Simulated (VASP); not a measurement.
Input of a VASP 6.6.1 run:

File INCAR:

```
ALGO     = Normal         # electronic algorithm
EDIFF    = 1E-6           # SCF threshold, eV
ENCUT    = 520            # plane-wave cutoff, eV
ISIF     = 2              # what is computed and relaxed
ISMEAR   = 1              # smearing method
LASPH    = T              # aspherical terms in the spheres
LCHARG   = F              # write CHGCAR
LREAL    = F              # projectors in reciprocal space
LWAVE    = F              # write WAVECAR
NBANDS   = 10             # bands
NELM     = 60             # most SCF steps
PREC     = Accurate       # precision mode
SIGMA    = 0.6            # smearing width, eV
```

File KPOINTS:

```
k-points
0
Gamma
  14 14 14
```

File POSCAR:

```
Ir
1.0
    0.0000000000      1.9060927672      1.9060927672
    1.9060927672      0.0000000000      1.9060927672
    1.9060927672      1.9060927672      0.0000000000
Ir
1
Direct
    0.0000000000      0.0000000000      0.0000000000
```

Potentials or basis: VASP PAW LDA potentials, release 64 (Ir).

Launch:

```console
$ cat potpaw_LDA.64/Ir/POTCAR > POTCAR
$ mpirun -np 1 vasp_std > vasp.out
```

(1) Predict the pressure.

Results:

(1) 2.2 GPa.
